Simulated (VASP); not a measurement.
# Ru (I4/mmm) in VASP: single point with r2SCAN

Aim: the single point of Ru with r2SCAN.

Program: VASP 6.6.1. These are calculated values, not measurements. Logs are shortened: lines on timing, memory, paths and dates and some standing lists are left out, and cuts for length are marked.

## 1. The cell of the first run

Symmetry: I4/mmm, No. 139, tetragonal system. Conventional cell: a = 3.229 Å, b = 3.229 Å, c = 2.664 Å, α = 90.00°, β = 90.00°, γ = 90.00°. Ru (site symmetry 4/mmm) has 14 Ru at 2.64 to 3.23 Å within 3.5 Å.

## 2. Single point, r2SCAN

Input file POSCAR:

```
Ru
1.0
   -1.6145390000      1.6145390000      1.3319430000
    1.6145390000     -1.6145390000      1.3319430000
    1.6145390000      1.6145390000     -1.3319430000
Ru
1
Direct
    0.0000000000      0.0000000000      0.0000000000
```

Input file INCAR.step1:

```
PREC = Accurate
ENCUT = 520
ISMEAR = -1
SIGMA = 0.1
LREAL = False
LASPH = True
NELM = 80
NBANDS = 13
GGA = PE
ALGO = Normal
EDIFF = 1E-4
LWAVE = True
LCHARG = False
```

Input file INCAR.step2:

```
PREC = Accurate
ENCUT = 520
EDIFF = 1E-7
ISMEAR = -1
SIGMA = 0.1
LREAL = False
LASPH = True
NELM = 80
ALGO = Normal
ISIF = 2
LWAVE = False
LCHARG = True
METAGGA = R2SCAN
LMIXTAU = True
LELF = True
LVHAR = True
NBANDS = 13
ISTART = 1
```

Input file KPOINTS:

```
Automatic mesh
0
Gamma
  16 16 16
```

Potentials or basis: VASP PAW PBE potentials, release 64 (Ru_pv).

On the command line:

```
$ cat potpaw_PBE.64/Ru_pv/POTCAR > POTCAR
$ cp INCAR.step1 INCAR
$ mpirun -np 1 vasp_std > vasp.out
$ cp INCAR.step2 INCAR
$ mpirun -np 1 vasp_std > vasp.out
```

OUTCAR:

```text
PREC = Accurate
   ENCUT = 520
   EDIFF = 1E-7
   ISMEAR = -1
   LREAL = False
   LASPH = True
   NELM = 80
   ISIF = 2
   METAGGA = R2SCAN
   ISTART = 1

 ion  position               nearest neighbor table
   1  0.000  0.000  0.000-

  LATTYP: Found a body centered tetragonal cell.
 ALAT       =     3.2290780000
 C/A-ratio  =     0.8249679940

  Lattice vectors:

 A1 = (  -1.6145390000,   1.6145390000,   1.3319430000)
 A2 = (   1.6145390000,  -1.6145390000,   1.3319430000)
 A3 = (   1.6145390000,   1.6145390000,  -1.3319430000)

Analysis of symmetry for initial positions (statically):
=====================================================================
 Subroutine PRICEL returns:
 Original cell was already a primitive cell.

 Routine SETGRP: Setting up the symmetry group for a
 body centered tetragonal supercell.

 Subroutine GETGRP returns: Found 16 space group operations
 (whereof 16 operations were pure point group operations)
 out of a pool of 16 trial point group operations.

The static configuration has the point symmetry D_4h.

Analysis of symmetry for dynamics (positions and initial velocities):
=====================================================================
 Subroutine PRICEL returns:
 Original cell was already a primitive cell.

 Routine SETGRP: Setting up the symmetry group for a
 body centered tetragonal supercell.

 Subroutine GETGRP returns: Found 16 space group operations
 (whereof 16 operations were pure point group operations)
 out of a pool of 16 trial point group operations.

The dynamic configuration has the point symmetry D_4h.

 Subroutine INISYM returns: Found 16 space group operations
 (whereof 16 operations are pure point group operations),
 and found     1 'primitive' translations

----------------------------------------------------------------------------------------

                                     Primitive cell

  volume of cell :      13.8881

  direct lattice vectors                    reciprocal lattice vectors
    -1.614539000  1.614539000  1.331943000     0.000000000  0.309685923  0.375391439
     1.614539000 -1.614539000  1.331943000     0.309685923  0.000000000  0.375391439
     1.614539000  1.614539000 -1.331943000     0.309685923  0.309685923  0.000000000

[... 84 lines left out ...]
   NSW    =      0    number of steps for IOM
   IBRION =     -1    ionic relax: 0-MD 1-quasi-New 2-CG
   NFREE  =      0    steps in history (QN), initial steepest desc. (CG)
   ISIF   =      2    stress and relaxation
   ISYM   =      2    0-nonsym 1-usesym 2-fastsym
   POTIM  = 0.5000    time-step for ionic-motion
   TEBEG  =    0.0;   TEEND  =   0.0 temperature during run
   PSTRESS=    0.0 pullay stress
   NELECT =      14.0000    total number of electrons
   NUPDOWN=      -1.0000    fix difference up-down
   EMIN   =  10.00;   EMAX   =-10.00  energy-range for DOS
   EFERMI =   0.00;   METHOD = LEGACY
   ISMEAR =    -1;   SIGMA  =   0.10  broadening in eV -4-tet -1-fermi 0-gaus
   EFERMI_NEDOS =   21; number of points for ismear=-14 and -15
   IALGO  =     38    algorithm
   IMIX   =      4    mixing-type and parameters
     AMIX     =   0.40;   BMIX     =  1.00
     AMIX_MAG =   1.60;   BMIX_MAG =  1.00
  volume/ion in A,a.u.               =      13.89        93.72
  Fermi-wavevector in a.u.,A,eV,Ry     =   1.641484  3.101955 36.660478  2.694469
  Thomas-Fermi vector in A             =   2.731947
   LORBIT       =      0    0 simple, 1 ext, 2 COOP (PROOUT), +10 PAW based schemes
   METAGGA = R2SCAN    functional components
   LHFCALC =     F    Hartree Fock is set to
   AEXX    =    0.0000 exact exchange contribution
   IVDW    =     0    specifies the selected vdW correction
   LEPSILON=     F    determine dielectric tensor
   LRPA    =     F    only Hartree local field effects (RPA)
 non-spin polarized calculation
  energy-cutoff  :      520.00
  volume of cell :       13.89
 maximum number of plane-waves:       386
   NGX =  9   NGY =  9   NGZ =  9

 number of electron      14.0000005 magnetization

 Free energy of the ion-electron system (eV)
  ---------------------------------------------------
  ext. energy  EPLUGINS =         0.00000000
  ---------------------------------------------------
  free energy    TOTEN  =       -24.87459230 eV

  energy without entropy =      -24.80683035  energy(sigma->0) =      -24.84071132

 E-fermi :  12.3854     XC(G=0): -15.2014

 val. band max:       12.3849035836   @ k =   0.1250   0.1250  -0.0000
 cond. band min:      12.3870121062   @ k =   0.2500   0.0625   0.0625
 fundamental gap:      0.0021085226
 Fermi energy:        12.3853569201

 k-point     1 :       0.0000    0.0000    0.0000
  band No.  band energies     occupation
      1     -31.4525      2.00000
      2     -31.4525      2.00000
      3     -31.3257      2.00000
      4       4.1415      2.00000
      5       8.3150      2.00000
      6      10.6036      2.00000
      7      10.6036      2.00000
      8      10.6412      2.00000
      9      13.3650      0.00011
     10      20.9905      0.00000
     11      29.3427      0.00000
     12      29.3427      0.00000
     13      34.1103      0.00000
[... 354 lines left out ...]
  band No.  band energies     occupation
      1     -31.4948      2.00000
      2     -31.4501      2.00000
      3     -31.3345      2.00000
      4       4.2993      2.00000
      5       8.3569      2.00000
      6      10.5564      2.00000
      7      10.5607      2.00000
      8      10.7287      2.00000
      9      13.3084      0.00020
     10      20.9905      0.00000
     11      29.4488      0.00000
     12      29.4707      0.00000
     13      34.3289      0.00000

 [... further k-points ...]

------------------------ aborting loop because EDIFF is reached ----------------------------------------

  FORCE on cell =-STRESS in cart. coord.  units (eV):
  Direction    XX          YY          ZZ          XY          YZ          ZX
  --------------------------------------------------------------------------------------
  -------------------------------------------------------------------------------------
  Total        0.0916063      0.0916063      0.8772048      0.0000000      0.0000000      0.0000000
  in kB       10.5680054     10.5680054    101.1972828      0.0000000      0.0000000      0.0000000
  external PRESSURE =      40.7777645 kB  Pullay stress =       0.0000000 kB

 VOLUME and BASIS-vectors are now :
 -----------------------------------------------------------------------------
  energy-cutoff  :      520.00
  volume of cell :       13.89
      direct lattice vectors                 reciprocal lattice vectors
    -1.614539000  1.614539000  1.331943000     0.000000000  0.309685923  0.375391439
     1.614539000 -1.614539000  1.331943000     0.309685923  0.000000000  0.375391439
     1.614539000  1.614539000 -1.331943000     0.309685923  0.309685923  0.000000000

 POSITION                                       TOTAL-FORCE (eV/Angst)
 -----------------------------------------------------------------------------------
      0.00000      0.00000      0.00000         0.000000      0.000000      0.000000
 -----------------------------------------------------------------------------------
    total drift:                               -0.000000     -0.000000     -0.000000

  FREE ENERGIE OF THE ION-ELECTRON SYSTEM (eV)
  ---------------------------------------------------
  free  energy   TOTEN  =       -24.8745922986 eV

  energy  without entropy=      -24.8068303475  energy(sigma->0) =      -24.84071132
```

OSZICAR.step1:

```text
N       E                     dE             d eps       ncg     rms          rms(c)
DAV:   1     0.106285508456E+03    0.10629E+03   -0.83795E+03  9154   0.114E+03
DAV:   2    -0.804418009471E+01   -0.11433E+03   -0.10990E+03  9789   0.324E+02
DAV:   3    -0.928244397656E+01   -0.12383E+01   -0.12302E+01 10339   0.370E+01
DAV:   4    -0.928609794700E+01   -0.36540E-02   -0.36539E-02  9764   0.216E+00
DAV:   5    -0.928612225963E+01   -0.24313E-04   -0.24314E-04 10375   0.161E-01    0.125E+01
DAV:   6    -0.874657734936E+01    0.53954E+00   -0.90495E-01  9359   0.122E+01    0.385E+00
DAV:   7    -0.871023589337E+01    0.36341E-01   -0.67844E-02 10264   0.307E+00    0.116E+00
DAV:   8    -0.870692470509E+01    0.33112E-02   -0.55284E-03  9289   0.990E-01    0.129E-01
DAV:   9    -0.870674846047E+01    0.17624E-03   -0.16129E-04  6481   0.176E-01    0.215E-02
DAV:  10    -0.870675034791E+01   -0.18874E-05   -0.56183E-06  4687   0.291E-02
   1 F= -.87067503E+01 E0= -.86717679E+01  d E =-.699648E-01
```

Run time: 5.4 min. Hardware: 1 thread of AMD EPYC 7R43 (Zen 3), shared host; peak memory 0.14 GiB.

What came out:

- Free energy: -24.8746 eV
- Pressure: 4.1 GPa
- Band gap on the k mesh: zero (bands 7 and 8 overlap by 3.74 eV)

Levels at points of the mesh, in eV from the Fermi level:
```csv
k point,band 3,band 4,band 5,band 6,band 7,band 8,band 9,band 10,band 11,band 12
"(0.00, 0.00, 0.00)",-43.71,-8.24,-4.07,-1.78,-1.78,-1.74,0.98,8.61,16.96,16.96
"(0.50, 0.00, 0.00)",-43.94,-6.44,-5.29,-0.26,2.00,2.14,2.37,8.61,11.88,14.16
"(0.50, 0.50, 0.00)",-43.77,-6.28,-2.90,-1.85,-0.21,0.34,2.38,8.60,9.54,15.74
"(0.50, 0.50, 0.50)",-44.19,-6.60,-6.38,1.90,1.90,2.39,7.96,7.96,8.61,14.41
```

Caveat: the stress differs along the axes, from 1 to 10 GPa; an empty level that is flat over the whole mesh can mark a ghost state of the potentials, or a narrow d or f band; the PAW data sets were made with another functional, which shifts forces and pressure a little.
